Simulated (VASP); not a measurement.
# CuSi16 (a cell with a defect) in VASP: single point with PBE+D3(BJ)

Aim: the single point of CuSi16 (a cell with a defect) with PBE+D3(BJ).

Program: VASP 6.6.1. These are calculated values, not measurements. Logs are shortened: lines on timing, memory, paths and dates and some standing lists are left out, and cuts for length are marked.

**1. The cell of the first run**

The cell holds a defect, 17 atoms: a = 7.679 Å, b = 7.679 Å, c = 7.679 Å, α = 60.00°, β = 60.00°, γ = 60.00°.

**2. Single point, PBE+D3(BJ)**

INCAR

```
SYSTEM = CuSi16
ALGO = Normal
EDIFF = 1E-6
ENCUT = 520
GGA = PE
ISIF = 2
ISMEAR = 0
IVDW = 12
LASPH = .True.
LCHARG = .False.
LREAL = Auto
LWAVE = .False.
NBANDS = 52
NELECT = 74.0
NELM = 100
PREC = Accurate
SIGMA = 0.02
```

KPOINTS

```
k-points
0
Gamma
  2 2 2
  0 0 0
```

POSCAR

```
CuSi16
1.0
    0.0000000000      5.4300000000      5.4300000000
    5.4300000000      0.0000000000      5.4300000000
    5.4300000000      5.4300000000      0.0000000000
Si Cu
16 1
Direct
    0.0048242173     -0.0156446593      0.0056310313
    0.1280678637      0.1104030387      0.1282151934
   -0.0075500921      0.0075771639      0.5004349908
    0.1274579190      0.1114479742      0.6338297422
    0.0061937385      0.4848589319      0.0061064457
    0.1290250460      0.6109716390      0.1301239411
    0.0054922652      0.4858861878      0.5030646409
    0.1209029466      0.6190464088      0.6304747698
    0.5003464088      0.0075488029     -0.0085016575
    0.6329288214      0.1104231123      0.1283466851
    0.4997948435      0.0069178637      0.5006443831
    0.6122828729      0.1629309392      0.6120327808
    0.5019718232      0.4848712707      0.0065585635
    0.6305336096      0.6197824125      0.1187037753
    0.4891830571      0.5343740331      0.4871598527
    0.6294838858      0.6186194291      0.6309490792
    0.7374664825      0.7922394107      0.7336694291
```

Potentials or basis: VASP PAW PBE potentials, release 64 (Si, Cu).

Run with:

```bash
$ cat potpaw_PBE.64/Si/POTCAR potpaw_PBE.64/Cu/POTCAR > POTCAR
$ mpirun -np 1 vasp_std > vasp.out
```

OUTCAR:

```text
SYSTEM = CuSi16
   EDIFF = 1E-6
   ENCUT = 520
   GGA = PE
   ISIF = 2
   ISMEAR = 0
   IVDW = 12
   LASPH = .True.
   LREAL = Auto
   NELECT = 74.0
   NELM = 100
   PREC = Accurate
 IVDW          = 12

 ion  position               nearest neighbor table
   1  0.005  0.984  0.006-   4 2.33   2 2.33  10 2.33   6 2.34
   2  0.128  0.110  0.128-   1 2.33   3 2.34   9 2.34   5 2.35
   3  0.992  0.008  0.500-   4 2.34   2 2.34  12 2.39   8 2.44  17 2.56
   4  0.127  0.111  0.634-   1 2.33   3 2.34  11 2.34   7 2.35
   5  0.006  0.485  0.006-   6 2.34   2 2.35   8 2.36  14 2.36  17 2.95
   6  0.129  0.611  0.130-   7 2.34  13 2.34   5 2.34   1 2.34
   7  0.005  0.486  0.503-   6 2.34   4 2.35   8 2.36  16 2.36  17 2.93
   8  0.121  0.619  0.630-  15 2.32   5 2.36   7 2.36  17 2.42   3 2.44
   9  0.500  0.008  0.991-   2 2.34  10 2.34  12 2.39  14 2.43  17 2.57
  10  0.633  0.110  0.128-   1 2.33  11 2.34   9 2.34  13 2.35
  11  0.500  0.007  0.501-   4 2.34  10 2.34  12 2.39  16 2.43  17 2.56
  12  0.612  0.163  0.612-  17 2.32  15 2.33   9 2.39  11 2.39   3 2.39
  13  0.502  0.485  0.007-   6 2.34  10 2.35  16 2.36  14 2.36  17 2.96
  14  0.631  0.620  0.119-  15 2.32  13 2.36   5 2.36   9 2.43  17 2.43
  15  0.489  0.534  0.487-   8 2.32  14 2.32  16 2.32  12 2.33
  16  0.629  0.619  0.631-  15 2.32  13 2.36   7 2.36  17 2.43  11 2.43
  17  0.737  0.792  0.734-  12 2.32   8 2.42  16 2.43  14 2.43   3 2.56  11 2.56   9 2.57   7 2.93
                             5 2.95  13 2.96

  LATTYP: Found a face centered cubic cell.
 ALAT       =    10.8600000000

  Lattice vectors:

 A1 = (   0.0000000000,   5.4300000000,   5.4300000000)
 A2 = (   5.4300000000,   0.0000000000,   5.4300000000)
 A3 = (   5.4300000000,   5.4300000000,   0.0000000000)

Analysis of symmetry for initial positions (statically):
=====================================================================
 Subroutine PRICEL returns:
 Original cell was already a primitive cell.

 Routine SETGRP: Setting up the symmetry group for a
 face centered cubic supercell.

 Subroutine GETGRP returns: Found  1 space group operations
 (whereof  1 operations were pure point group operations)
 out of a pool of 48 trial point group operations.

The static configuration has the point symmetry C_1 .

Analysis of symmetry for dynamics (positions and initial velocities):
=====================================================================
 Subroutine PRICEL returns:
 Original cell was already a primitive cell.

 Routine SETGRP: Setting up the symmetry group for a
 face centered cubic supercell.

 Subroutine GETGRP returns: Found  1 space group operations
 (whereof  1 operations were pure point group operations)
 out of a pool of 48 trial point group operations.

The dynamic configuration has the point symmetry C_1 .

 Subroutine INISYM returns: Found  1 space group operations
 (whereof  1 operations are pure point group operations),
 and found     1 'primitive' translations

----------------------------------------------------------------------------------------

                                     Primitive cell

  volume of cell :     320.2060

  direct lattice vectors                    reciprocal lattice vectors
     0.000000000  5.430000000  5.430000000    -0.092081031  0.092081031  0.092081031
     5.430000000  0.000000000  5.430000000     0.092081031 -0.092081031  0.092081031
     5.430000000  5.430000000  0.000000000     0.092081031  0.092081031 -0.092081031

  length of vectors
     7.679179644  7.679179644  7.679179644     0.159489025  0.159489025  0.159489025

  position of ions in fractional coordinates (direct lattice)
     0.004824217  0.984355341  0.005631031
     0.128067864  0.110403039  0.128215193
     0.992449908  0.007577164  0.500434991
     0.127457919  0.111447974  0.633829742
     0.006193739  0.484858932  0.006106446
     0.129025046  0.610971639  0.130123941
[... 9 lines left out ...]
     0.629483886  0.618619429  0.630949079
     0.737466482  0.792239411  0.733669429

  ion indices of the primitive-cell ions
   primitive index   ion index
                 1           1
                 2           2
                 3           3
                 4           4
                 5           5
                 6           6
[... 9 lines left out ...]
                16          16
                17          17

----------------------------------------------------------------------------------------

 KPOINTS: k-points

Automatic generation of k-mesh.
 Grid dimensions read from file:
 generate k-points for:    2    2    2

 Generating k-lattice:

  Cartesian coordinates                     Fractional coordinates (reciprocal lattice)
    -0.046040516  0.046040516  0.046040516     0.500000000  0.000000000  0.000000000
     0.046040516 -0.046040516  0.046040516     0.000000000  0.500000000  0.000000000
     0.046040516  0.046040516 -0.046040516     0.000000000  0.000000000  0.500000000

  Length of vectors
     0.079744512  0.079744512  0.079744512

  Shift w.r.t. Gamma in fractional coordinates (k-lattice)
     0.000000000  0.000000000  0.000000000

 Subroutine IBZKPT returns following result:
 ===========================================

 Found      8 irreducible k-points:

 Following reciprocal coordinates:
            Coordinates               Weight
  0.000000  0.000000  0.000000      1.000000
  0.500000  0.000000  0.000000      1.000000
  0.000000  0.500000  0.000000      1.000000
  0.000000  0.000000  0.500000      1.000000
  0.500000  0.500000  0.500000      1.000000
  0.500000  0.500000  0.000000      1.000000
  0.000000  0.500000  0.500000      1.000000
  0.500000  0.000000  0.500000      1.000000
   k-points           NKPTS =      8   k-points in BZ     NKDIM =      8   number of bands    NBANDS=     52
   number of dos      NEDOS =    301   number of ions     NIONS =     17
   total plane-waves  NPLWV = 216000
   dimension x,y,z NGX =    60 NGY =   60 NGZ =   60
   dimension x,y,z NGXF=   120 NGYF=  120 NGZF=  120
   ions per type =              16   1
   NGX,Y,Z   is equivalent  to a cutoff of  12.99, 12.99, 12.99 a.u.
   NGXF,Y,Z  is equivalent  to a cutoff of  25.98, 25.98, 25.98 a.u.
 SYSTEM =  CuSi16
   PREC   = accura    normal or accurate (medium, high low for compatibility)
   ISTART =      0    job   : 0-new  1-cont  2-samecut
   ICHARG =      2    charge: 1-file 2-atom 10-const
   ISPIN  =      1    spin polarized calculation?
   LNONCOLLINEAR =      F non collinear calculations
   LSORBIT =      F    spin-orbit coupling
   LASPH  =      T    aspherical Exc in radial PAW
   ENCUT  =  520.0 eV  38.22 Ry    6.18 a.u.  14.28 14.28 14.28*2*pi/ulx,y,z
   NELM   =    100;   NELMIN=  2; NELMDL= -5     # of ELM steps
   EDIFF  = 0.1E-05   stopping-criterion for ELM
   LREAL  =      T    real-space projection
   EDIFFG = 0.1E-04   stopping-criterion for IOM
   NSW    =      0    number of steps for IOM
   IBRION =     -1    ionic relax: 0-MD 1-quasi-New 2-CG
   NFREE  =      0    steps in history (QN), initial steepest desc. (CG)
   ISIF   =      2    stress and relaxation
   ISYM   =      2    0-nonsym 1-usesym 2-fastsym
   POTIM  = 0.5000    time-step for ionic-motion
   TEBEG  =    0.0;   TEEND  =   0.0 temperature during run
   PSTRESS=    0.0 pullay stress
   NELECT =      74.0000    total number of electrons
   NUPDOWN=      -1.0000    fix difference up-down
   EMIN   =  10.00;   EMAX   =-10.00  energy-range for DOS
   EFERMI =   0.00;   METHOD = LEGACY
   ISMEAR =     0;   SIGMA  =   0.02  broadening in eV -4-tet -1-fermi 0-gaus
   EFERMI_NEDOS =   21; number of points for ismear=-14 and -15
   IALGO  =     38    algorithm
   IMIX   =      4    mixing-type and parameters
     AMIX     =   0.40;   BMIX     =  1.00
     AMIX_MAG =   1.60;   BMIX_MAG =  1.00
  volume/ion in A,a.u.               =      18.84       127.11
  Fermi-wavevector in a.u.,A,eV,Ry     =   1.004636  1.898488 13.732283  1.009294
  Thomas-Fermi vector in A             =   2.137265
   LORBIT       =      0    0 simple, 1 ext, 2 COOP (PROOUT), +10 PAW based schemes
   GGA     = PE    functional components
   LHFCALC =     F    Hartree Fock is set to
   AEXX    =    0.0000 exact exchange contribution
   IVDW    =    12    specifies the selected vdW correction
   LEPSILON=     F    determine dielectric tensor
   LRPA    =     F    only Hartree local field effects (RPA)
 non-spin polarized calculation
 Gauss-broadening in eV      SIGMA  =   0.02
  energy-cutoff  :      520.00
  volume of cell :      320.21
 maximum number of plane-waves:      8646
 NGX is ok and might be reduce to    60
   NGX = 29   NGY = 29   NGZ = 29

 number of electron      74.0000002 magnetization

 Free energy of the ion-electron system (eV)
  ---------------------------------------------------
  ext. energy  EPLUGINS =         0.00000000
  ---------------------------------------------------
  free energy    TOTEN  =       -94.22027681 eV

  energy without entropy =      -94.22027681  energy(sigma->0) =      -94.22027681

 E-fermi :   6.2890     XC(G=0):  -9.6083

 val. band max:        6.1990069655   @ k =   0.0000   0.0000   0.0000
 cond. band min:       6.5584626373   @ k =   0.0000   0.0000   0.0000
 fundamental gap:      0.3594556719
 Fermi energy:         6.2890422569

 k-point     1 :       0.0000    0.0000    0.0000
  band No.  band energies     occupation
      1      -5.8941      2.00000
      2      -3.5501      2.00000
      3      -3.5049      2.00000
      4      -3.4706      2.00000
      5      -3.4700      2.00000
      6      -2.0423      2.00000
[... 41 lines left out ...]
     48       8.4537      0.00000
     49       8.7593      0.00000

 k-point     2 :       0.5000    0.0000    0.0000
  band No.  band energies     occupation
      1      -5.2244      2.00000
      2      -4.9341      2.00000
      3      -3.2964      2.00000
      4      -3.2628      2.00000
      5      -3.1628      2.00000
      6      -3.0406      2.00000
[... 304 lines left out ...]
 k-point     8 :       0.5000    0.0000    0.5000
  band No.  band energies     occupation
      1      -4.9298      2.00000
      2      -4.7231      2.00000
      3      -3.8696      2.00000
      4      -3.7763      2.00000
      5      -3.7467      2.00000
      6      -3.7383      2.00000
[... 41 lines left out ...]
     48      10.5042      0.00000
     49      10.5084      0.00000
 [bands above 49 left out]

------------------------ aborting loop because EDIFF is reached ----------------------------------------

 Edisp (eV)   -5.66937

 E8    (eV) :    -2.3513

  FORCE on cell =-STRESS in cart. coord.  units (eV):
  Direction    XX          YY          ZZ          XY          YZ          ZX
  --------------------------------------------------------------------------------------
  -------------------------------------------------------------------------------------
  Total      -7.78024    -7.70049    -7.69094    -0.24437    -0.20721     0.21571
  in kB     -38.92910   -38.53004   -38.48227    -1.22271    -1.03681     1.07934
  external pressure =      -38.65 kB  Pullay stress =        0.00 kB

 VOLUME and BASIS-vectors are now :
 -----------------------------------------------------------------------------
  energy-cutoff  :      520.00
  volume of cell :      320.21
      direct lattice vectors                 reciprocal lattice vectors
     0.000000000  5.430000000  5.430000000    -0.092081031  0.092081031  0.092081031
     5.430000000  0.000000000  5.430000000     0.092081031 -0.092081031  0.092081031
     5.430000000  5.430000000  0.000000000     0.092081031  0.092081031 -0.092081031

 POSITION                                       TOTAL-FORCE (eV/Angst)
 -----------------------------------------------------------------------------------
      5.37563      0.05677      5.37124         0.007804     -0.003291      0.001763
      1.29570      1.39162      1.29490         0.009249      0.005123      0.007162
      2.75851      8.10636      5.43015        -0.004811      0.000172     -0.020042
      4.04686      4.13379      1.29726        -0.017811     -0.002654     -0.001324
      2.66594      0.06679      2.66642         0.004151     -0.002219      0.009748
      4.02415      1.40718      4.01818         0.001434      0.003364      0.000440
[... 9 lines left out ...]
      6.78516      6.84415      6.77720         0.001255     -0.006406      0.012777
      8.28569      7.98827      8.30630        -0.012942      0.005726     -0.013862
 -----------------------------------------------------------------------------------
    total drift:                                0.000586     -0.008255      0.003390

  FREE ENERGIE OF THE ION-ELECTRON SYSTEM (eV)
  ---------------------------------------------------
  free  energy   TOTEN  =       -99.8896494963 eV

  energy  without entropy=      -99.8896494963  energy(sigma->0) =      -99.88964950
```

Wall time 8.7 min (1 thread of Intel Xeon 8259CL, shared host); peak memory 0.49 GiB.

What came out:

| Property | Result |
| --- | --- |
| Free energy | -99.8896 eV |
| Largest force | 0.026 eV/Å |
| Dispersion energy per atom | -0.333 eV |

Forces on the atoms (eV/Å):
```
Si   0.008 -0.003  0.002
Si   0.009  0.005  0.007
Si  -0.005  0.000 -0.020
Si  -0.018 -0.003 -0.001
Si   0.004 -0.002  0.010
Si   0.001  0.003  0.000
Si   0.003  0.003 -0.006
Si  -0.004 -0.009  0.011
Si  -0.008  0.007 -0.008
Si   0.008 -0.008 -0.008
Si  -0.002  0.009 -0.001
Si   0.007 -0.011  0.022
Si  -0.001 -0.007  0.008
Si   0.004  0.005 -0.011
Si   0.004  0.011 -0.003
Si   0.001 -0.006  0.013
Cu  -0.013  0.006 -0.014
```

Levels at points of the mesh, in eV from the Fermi level:
```
           k point  band 33  band 34  band 35  band 36  band 37  band 38  band 39  band 40  band 41  band 42
(0.00, 0.00, 0.00)    -0.80    -0.79    -0.55    -0.10    -0.09     0.27     0.70     0.70     0.73     0.74
(0.50, 0.00, 0.00)    -1.91    -0.80    -0.75    -0.67    -0.59     0.68     1.18     1.38     1.42     1.59
(0.00, 0.50, 0.00)    -1.91    -0.83    -0.82    -0.63    -0.63     0.51     1.35     1.43     1.43     1.53
(0.00, 0.00, 0.50)    -1.91    -0.80    -0.75    -0.66    -0.57     0.68     1.18     1.38     1.42     1.59
(0.50, 0.50, 0.50)    -1.91    -0.80    -0.75    -0.67    -0.58     0.68     1.18     1.38     1.42     1.59
(0.50, 0.50, 0.00)    -1.73    -1.43    -1.34    -1.32    -0.86     0.76     1.15     2.12     2.16     2.23
(0.00, 0.50, 0.50)    -1.74    -1.42    -1.35    -1.31    -0.87     0.77     1.15     2.12     2.16     2.24
(0.50, 0.00, 0.50)    -1.73    -1.43    -1.34    -1.31    -0.86     0.76     1.15     2.12     2.16     2.23
```

Caveat: the k points lie up to 0.50 Å⁻¹ apart; the cell carries a net charge on a neutralising background, which shifts energy and pressure; the cell is charged against a uniform background, so pressure and absolute levels hang on convention.
